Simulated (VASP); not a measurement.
A run of VASP 6.6.1 is set up as follows.

The input INCAR:

```
SYSTEM = Zr
  PREC = Accurate
  ENCUT = 520
  EDIFF = 1E-6
  ISMEAR = -1
  SIGMA = 0.08
  LREAL = .False.
  LASPH = .True.
  NELM = 60
  ALGO = Normal
  ISIF = 2
  LWAVE = .False.
  LCHARG = .True.
  GGA = PS
  LELF = .True.
  LVHAR = .True.
  NBANDS = 12
```

KPOINTS

```
Automatic mesh
0
Gamma
  15 15 15
  0 0 0
```

POSCAR

```
Zr
1.0
   -1.2977496185      1.2977496185      1.2977496185
    1.2977496185     -1.2977496185      1.2977496185
    1.2977496185      1.2977496185     -1.2977496185
Zr
1
Direct
    0.0000000000      0.0000000000      0.0000000000
```

Potentials or basis: VASP PAW PBE potentials, release 64 (Zr_sv).

Command:

```console
$ cat potpaw_PBE.64/Zr_sv/POTCAR > POTCAR
$ mpirun -np 1 vasp_std > vasp.out
```

Question: Estimate the pressure.

Answer: 460.2 GPa.

Question: What does it give for the band gap on the k mesh?

Answer: Zero (band 6 reaches 27.99 eV, above the bottom of band 7 at 22.63 eV).

Caveat: the PAW data sets were made with another functional, which shifts forces and pressure a little.
